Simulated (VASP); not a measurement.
# C (P6_3/mmc) in VASP: notebook

The runs below take C through single point, relaxation of cell and atoms, with PBE.

Everything below comes from runs of VASP 6.6.1. Logs are shortened: lines on timing, memory, paths and dates and some standing lists are left out, and cuts for length are marked.

### 1 The cell of the first run

The structure is hexagonal, space group P6_3/mmc (No. 194). The conventional cell has a = 2.467 Å, b = 2.467 Å, c = 8.531 Å, α = 90.00°, β = 90.00°, γ = 120.00°. C (site symmetry -6m2) has 3 C at 1.42 Å within 1.9 Å. C (site symmetry -6m2) has 3 C at 1.42 Å within 1.9 Å.

### 2 Single point, PBE

INCAR reads:

```
ALGO = Normal ; EDIFF = 1E-6
ENCUT = 520 ; GGA = PE
ISIF = 2 ; ISMEAR = 0
LASPH = T ; LCHARG = F
LREAL = F ; LWAVE = F
NBANDS = 16 ; NELM = 100
PREC = Accurate ; SIGMA = 0.05
```

KPOINTS reads:

```
k-points
0
Gamma
  24 24 8
```

POSCAR reads:

```
C
1.0
    2.4665028324      0.0000000000      0.0000000000
   -1.2332514162      2.1360541114      0.0000000000
    0.0000000000      0.0000000000      8.5310270740
C
4
Direct
    0.0000000000      0.0000000000      0.2500000000
    0.3333333333      0.6666666667      0.2500000000
    0.0000000000      0.0000000000      0.7500000000
    0.6666666667      0.3333333333      0.7500000000
```

Potentials or basis: VASP PAW PBE potentials, release 64 (C).

Command:

```bash
$ cat potpaw_PBE.64/C/POTCAR > POTCAR
$ mpirun -np 1 vasp_std > vasp.out
```

OUTCAR:

```text
EDIFF = 1E-6
   ENCUT = 520
   GGA = PE
   ISIF = 2
   ISMEAR = 0
   LASPH = T
   LREAL = F
   NELM = 100
   PREC = Accurate

 ion  position               nearest neighbor table
   1  0.000  0.000  0.250-   2 1.42   2 1.42   2 1.42
   2  0.333  0.667  0.250-   1 1.42   1 1.42   1 1.42
   3  0.000  0.000  0.750-   4 1.42   4 1.42   4 1.42
   4  0.667  0.333  0.750-   3 1.42   3 1.42   3 1.42

  LATTYP: Found a hexagonal cell.
 ALAT       =     2.4665028324
 C/A-ratio  =     3.4587542175

  Lattice vectors:

 A1 = (   2.4665028324,   0.0000000000,   0.0000000000)
 A2 = (  -1.2332514162,   2.1360541114,   0.0000000000)
 A3 = (   0.0000000000,   0.0000000000,   8.5310270740)

Analysis of symmetry for initial positions (statically):
=====================================================================
 Subroutine PRICEL returns:
 Original cell was already a primitive cell.

 Routine SETGRP: Setting up the symmetry group for a
 hexagonal supercell.

 Subroutine GETGRP returns: Found 24 space group operations
 (whereof 12 operations were pure point group operations)
 out of a pool of 24 trial point group operations.

The static configuration has the point symmetry D_3d.
 The point group associated with its full space group is D_6h.

Analysis of symmetry for dynamics (positions and initial velocities):
=====================================================================
 Subroutine PRICEL returns:
 Original cell was already a primitive cell.

 Routine SETGRP: Setting up the symmetry group for a
 hexagonal supercell.

 Subroutine GETGRP returns: Found 24 space group operations
 (whereof 12 operations were pure point group operations)
 out of a pool of 24 trial point group operations.

The dynamic configuration has the point symmetry D_3d.
 The point group associated with its full space group is D_6h.

 Subroutine INISYM returns: Found 24 space group operations
 (whereof 12 operations are pure point group operations),
 and found     1 'primitive' translations

----------------------------------------------------------------------------------------

                                     Primitive cell

  volume of cell :      44.9464

  direct lattice vectors                    reciprocal lattice vectors
     2.466502832  0.000000000  0.000000000     0.405432334  0.234076467  0.000000000
    -1.233251416  2.136054111  0.000000000     0.000000000  0.468152934  0.000000000
     0.000000000  0.000000000  8.531027074     0.000000000  0.000000000  0.117219180

  length of vectors
     2.466502832  2.466502832  8.531027074     0.468152934  0.468152934  0.117219180

  position of ions in fractional coordinates (direct lattice)
     0.000000000  0.000000000  0.250000000
     0.333333333  0.666666667  0.250000000
     0.000000000  0.000000000  0.750000000
     0.666666667  0.333333333  0.750000000

  ion indices of the primitive-cell ions
   primitive index   ion index
                 1           1
                 2           2
                 3           3
                 4           4

----------------------------------------------------------------------------------------

 KPOINTS: k-points

Automatic generation of k-mesh.
 Grid dimensions read from file:
 generate k-points for:   24   24    8

 Generating k-lattice:

  Cartesian coordinates                     Fractional coordinates (reciprocal lattice)
     0.016893014  0.009753186  0.000000000     0.041666667 -0.000000000  0.000000000
     0.000000000  0.019506372  0.000000000     0.000000000  0.041666667  0.000000000
     0.000000000  0.000000000  0.014652398     0.000000000  0.000000000  0.125000000

  Length of vectors
     0.019506372  0.019506372  0.014652398

  Shift w.r.t. Gamma in fractional coordinates (k-lattice)
     0.000000000  0.000000000  0.000000000

 Subroutine IBZKPT returns following result:
 ===========================================

 Found    305 irreducible k-points:

 Following reciprocal coordinates:
            Coordinates               Weight
  0.000000  0.000000  0.000000      1.000000
  0.041667  0.000000  0.000000      6.000000
  0.083333 -0.000000  0.000000      6.000000
  0.125000  0.000000  0.000000      6.000000
  0.166667  0.000000  0.000000      6.000000
  0.208333 -0.000000  0.000000      6.000000
[... 16 lines left out ...]
  0.416667  0.041667  0.000000     12.000000
  0.458333  0.041667  0.000000     12.000000
 [... further k-points ...]
   k-points           NKPTS =    305   k-points in BZ     NKDIM =    305   number of bands    NBANDS=     16
   number of dos      NEDOS =    301   number of ions     NIONS =      4
   total plane-waves  NPLWV =  20736
   dimension x,y,z NGX =    18 NGY =   18 NGZ =   64
   dimension x,y,z NGXF=    36 NGYF=   36 NGZF=  128
   ions per type =               4
   NGX,Y,Z   is equivalent  to a cutoff of  12.13, 12.13, 12.47 a.u.
   NGXF,Y,Z  is equivalent  to a cutoff of  24.26, 24.26, 24.94 a.u.
 SYSTEM =  unknown system
   PREC   = accura    normal or accurate (medium, high low for compatibility)
   ISTART =      0    job   : 0-new  1-cont  2-samecut
   ICHARG =      2    charge: 1-file 2-atom 10-const
   ISPIN  =      1    spin polarized calculation?
   LNONCOLLINEAR =      F non collinear calculations
   LSORBIT =      F    spin-orbit coupling
   LASPH  =      T    aspherical Exc in radial PAW
   ENCUT  =  520.0 eV  38.22 Ry    6.18 a.u.   4.59  4.59 15.86*2*pi/ulx,y,z
   NELM   =    100;   NELMIN=  2; NELMDL= -5     # of ELM steps
   EDIFF  = 0.1E-05   stopping-criterion for ELM
   LREAL  =      F    real-space projection
   EDIFFG = 0.1E-04   stopping-criterion for IOM
   NSW    =      0    number of steps for IOM
   IBRION =     -1    ionic relax: 0-MD 1-quasi-New 2-CG
   NFREE  =      0    steps in history (QN), initial steepest desc. (CG)
   ISIF   =      2    stress and relaxation
   ISYM   =      2    0-nonsym 1-usesym 2-fastsym
   POTIM  = 0.5000    time-step for ionic-motion
   TEBEG  =    0.0;   TEEND  =   0.0 temperature during run
   PSTRESS=    0.0 pullay stress
   NELECT =      16.0000    total number of electrons
   NUPDOWN=      -1.0000    fix difference up-down
   EMIN   =  10.00;   EMAX   =-10.00  energy-range for DOS
   EFERMI =   0.00;   METHOD = LEGACY
   ISMEAR =     0;   SIGMA  =   0.05  broadening in eV -4-tet -1-fermi 0-gaus
   EFERMI_NEDOS =   21; number of points for ismear=-14 and -15
   IALGO  =     38    algorithm
   IMIX   =      4    mixing-type and parameters
     AMIX     =   0.40;   BMIX     =  1.00
     AMIX_MAG =   1.60;   BMIX_MAG =  1.00
  volume/ion in A,a.u.               =      11.24        75.83
  Fermi-wavevector in a.u.,A,eV,Ry     =   1.160245  2.192545 18.315739  1.346169
  Thomas-Fermi vector in A             =   2.296830
   LORBIT       =      0    0 simple, 1 ext, 2 COOP (PROOUT), +10 PAW based schemes
   GGA     = PE    functional components
   LHFCALC =     F    Hartree Fock is set to
   AEXX    =    0.0000 exact exchange contribution
   IVDW    =     0    specifies the selected vdW correction
   LEPSILON=     F    determine dielectric tensor
   LRPA    =     F    only Hartree local field effects (RPA)
 non-spin polarized calculation
 Gauss-broadening in eV      SIGMA  =   0.05
  energy-cutoff  :      520.00
  volume of cell :       44.95
 maximum number of plane-waves:      1237
   NGX =  9   NGY =  9   NGZ = 31

 number of electron      15.9999993 magnetization

 Free energy of the ion-electron system (eV)
  ---------------------------------------------------
  ext. energy  EPLUGINS =         0.00000000
  ---------------------------------------------------
  free energy    TOTEN  =       -36.90602241 eV

  energy without entropy =      -36.90578251  energy(sigma->0) =      -36.90590246

 E-fermi :   2.7889     XC(G=0):  -8.7190

 val. band max:        2.7885312291   @ k =   0.3333   0.3333   0.1250
 cond. band min:       2.7889896213   @ k =   0.3333   0.3333   0.2500
 fundamental gap:      0.0004583922
 Fermi energy:         2.7889028173

 k-point     1 :       0.0000    0.0000    0.0000
  band No.  band energies     occupation
      1     -16.7435      2.00000
      2     -16.7078      2.00000
      3      -5.0568      2.00000
      4      -4.5760      2.00000
      5      -0.2549      2.00000
      6      -0.2549      2.00000
[... 8 lines left out ...]
     15      13.2057      0.00000
     16      14.1962      0.00000

 k-point     2 :       0.0417    0.0000    0.0000
  band No.  band energies     occupation
      1     -16.7025      2.00000
      2     -16.6669      2.00000
      3      -5.0074      2.00000
      4      -4.5276      2.00000
      5      -0.4243      2.00000
      6      -0.4229      2.00000
[... 8 lines left out ...]
     15      13.2611      0.00000
     16      14.0515      0.00000

 k-point     3 :       0.0833   -0.0000    0.0000
  band No.  band energies     occupation
      1     -16.5794      2.00000
      2     -16.5441      2.00000
      3      -4.8592      2.00000
      4      -4.3826      2.00000
      5      -0.9064      2.00000
      6      -0.9041      2.00000
[... 8 lines left out ...]
     15      13.4233      0.00000
     16      13.6300      0.00000

 k-point     4 :       0.1250    0.0000    0.0000
  band No.  band energies     occupation
      1     -16.3745      2.00000
      2     -16.3398      2.00000
      3      -4.6132      2.00000
      4      -4.1420      2.00000
      5      -1.6378      2.00000
      6      -1.6343      2.00000
[... 8 lines left out ...]
     15      12.9665      0.00000
     16      13.0121      0.00000
[... 324 lines left out ...]
 k-point    22 :       0.3750    0.0417    0.0000
  band No.  band energies     occupation
      1     -13.1019      2.00000
      2     -13.0763      2.00000
      3      -8.4232      2.00000
      4      -8.4078      2.00000
      5      -3.5150      2.00000
      6      -3.5108      2.00000
[... 8 lines left out ...]
     15      16.5300      0.00000
     16      17.3934      0.00000

 k-point    23 :       0.4167    0.0417    0.0000
  band No.  band energies     occupation
      1     -12.3514      2.00000
      2     -12.3282      2.00000
      3      -9.4114      2.00000
      4      -9.3946      2.00000
      5      -3.6766      2.00000
      6      -3.6723      2.00000
[... 8 lines left out ...]
     15      15.3482      0.00000
     16      17.0148      0.00000

 k-point    24 :       0.4583    0.0417    0.0000
  band No.  band energies     occupation
      1     -11.6352      2.00000
      2     -11.6177      2.00000
      3     -10.2442      2.00000
      4     -10.2297      2.00000
      5      -3.7581      2.00000
      6      -3.7539      2.00000
[... 8 lines left out ...]
     15      15.1656      0.00000
     16      16.2279      0.00000

 [... further k-points ...]
[... 5 lines left out ...]
  --------------------------------------------------------------------------------------
  -------------------------------------------------------------------------------------
  Total        0.1547972      0.1547972     -0.0060724     -0.0000000      0.0000000      0.0000000
  in kB        5.5179598      5.5179598     -0.2164587     -0.0000000      0.0000000      0.0000000
  external PRESSURE =       3.6064869 kB  Pullay stress =       0.0000000 kB

 VOLUME and BASIS-vectors are now :
 -----------------------------------------------------------------------------
  energy-cutoff  :      520.00
  volume of cell :       44.95
      direct lattice vectors                 reciprocal lattice vectors
     2.466502832  0.000000000  0.000000000     0.405432334  0.234076467  0.000000000
    -1.233251416  2.136054111  0.000000000     0.000000000  0.468152934  0.000000000
     0.000000000  0.000000000  8.531027074     0.000000000  0.000000000  0.117219180

 POSITION                                       TOTAL-FORCE (eV/Angst)
 -----------------------------------------------------------------------------------
      0.00000      0.00000      2.13276        -0.000000      0.000000     -0.000000
     -0.00000      1.42404      2.13276        -0.000000      0.000000      0.000000
      0.00000      0.00000      6.39827         0.000000     -0.000000     -0.000000
      1.23325      0.71202      6.39827         0.000000     -0.000000      0.000000
 -----------------------------------------------------------------------------------
    total drift:                                0.000000     -0.000000      0.000000

  FREE ENERGIE OF THE ION-ELECTRON SYSTEM (eV)
  ---------------------------------------------------
  free  energy   TOTEN  =       -36.9060224068 eV

  energy  without entropy=      -36.9057825091  energy(sigma->0) =      -36.90590246
```

Wall time 64 s (1 thread of Intel Xeon 6975P-C (Granite Rapids), shared host); peak memory 0.27 GiB.

What came out:

| Item | Value |
| --- | --- |
| Free energy | -36.9060 eV |
| Pressure | 0.4 GPa |
| Band gap on the k mesh | zero (filled and empty bands touch) |

Stress tensor (GPa, compression positive):
```
 0.55  0.00  0.00
 0.00  0.55  0.00
 0.00  0.00 -0.02
```

Caveat: this functional lacks dispersion, which binds the layers, so the pressure and a relaxed spacing across them are unreliable.

### 3 Relaxation of cell and atoms, PBE

This run uses another cell than the first one, of 8.78 Å³/atom, 0.781 times its volume.

INCAR reads:

```
PREC     = Accurate       # precision mode
ENCUT    = 600            # plane-wave cutoff, eV
EDIFF    = 1E-7           # SCF threshold, eV
ISMEAR   = 0              # smearing method
SIGMA    = 0.05           # smearing width, eV
LREAL    = False          # projectors in reciprocal space
LASPH    = True           # aspherical terms in the spheres
NELM     = 100            # most SCF steps
ALGO     = Normal         # electronic algorithm
ISIF     = 3              # what is computed and relaxed
LWAVE    = False          # write WAVECAR
LCHARG   = False          # write CHGCAR
GGA      = PE             # functional
IBRION   = 2              # ionic algorithm
NSW      = 80             # ionic steps
EDIFFG   = -0.01          # ionic threshold
```

KPOINTS reads:

```
regular mesh
0
Gamma
  24 24 8
```

POSCAR reads:

```
C
1.0
    2.4600000000      0.0000000000      0.0000000000
   -1.2300000000      2.1304224933      0.0000000000
    0.0000000000      0.0000000000      6.7000000000
C
4
Direct
    0.0000000000      0.0000000000      0.2500000000
    0.3333333333      0.6666666667      0.2500000000
    0.0000000000      0.0000000000      0.7500000000
    0.6666666667      0.3333333333      0.7500000000
```

Potentials or basis: VASP PAW PBE potentials, release 64 (C).

Command:

```bash
$ cat potpaw_PBE.64/C/POTCAR > POTCAR
$ mpirun -np 1 vasp_std > vasp.out
```

Wall time 7.3 min (1 thread of Intel Xeon 6975P-C (Granite Rapids), shared host); peak memory 0.26 GiB.

The run converged. Its results:

```yaml
Free_energy: -36.9014 eV
Relaxed_volume: 10.39 Å³/atom
Relaxed_cell: a = 2.467 Å, b = 2.467 Å, c = 7.884 Å, α = 90.00°, β = 90.00°, γ = 120.00°
Space_group_after_relaxing_to_0.05_Å: P6_3/mmc (No. 194)
Energy_gained_by_relaxing: 12.7 meV/atom
Ionic_steps: 11
Pressure_after_relaxing: 0.0 GPa
Band_gap_on_the_k_mesh: zero (filled and empty bands overlap)
```

Step by step:
```csv
step,energy change (eV),largest force (eV/Å),pressure (GPa),volume (Å³)
1,0.0000,0.0000,3.16,35.11
2,0.0009,0.0000,-3.50,36.00
3,-0.0041,0.0000,-0.06,35.53
4,-0.0117,0.0000,-0.04,35.93
5,-0.0290,0.0000,0.08,37.14
6,-0.0467,0.0000,0.46,39.54
7,-0.0394,0.0000,0.94,44.33
8,-0.0503,0.0000,0.69,41.03
9,-0.0504,0.0000,0.74,41.39
10,-0.0232,0.0000,-6.67,43.21
11,-0.0507,0.0000,-0.01,41.56
```

Final structure:
```yaml
crystal:
  lattice:
    - [2.46720, 0.00000, 0.00000]
    - [-1.23360, 2.13665, 0.00000]
    - [0.00000, 0.00000, 7.88417]
  atoms:
    - { symbol: C, position: [0.00000, 0.00000, 0.25000] }
    - { symbol: C, position: [0.33333, 0.66667, 0.25000] }
    - { symbol: C, position: [0.00000, 0.00000, 0.75000] }
    - { symbol: C, position: [0.66667, 0.33333, 0.75000] }
```

Levels at points of the mesh, in eV from the Fermi level:
```
           k point  band 6  band 7  band 8  band 9  band 10  band 11
(0.00, 0.00, 0.00)   -3.04   -3.04   -3.04    3.35     7.45     8.30
(0.50, 0.00, 0.00)   -6.41   -2.49   -2.24    1.54     1.87     7.30
(0.00, 0.00, 0.50)   -3.04   -3.04   -3.04    4.96     4.96     8.30
(0.50, 0.00, 0.50)   -6.41   -2.36   -2.36    1.67     1.67     7.36
```

Caveat: the volume moved by over 15 % at a fixed basis, so the end points are rough; this functional lacks dispersion, which binds the layers, so the pressure and a relaxed spacing across them are unreliable.
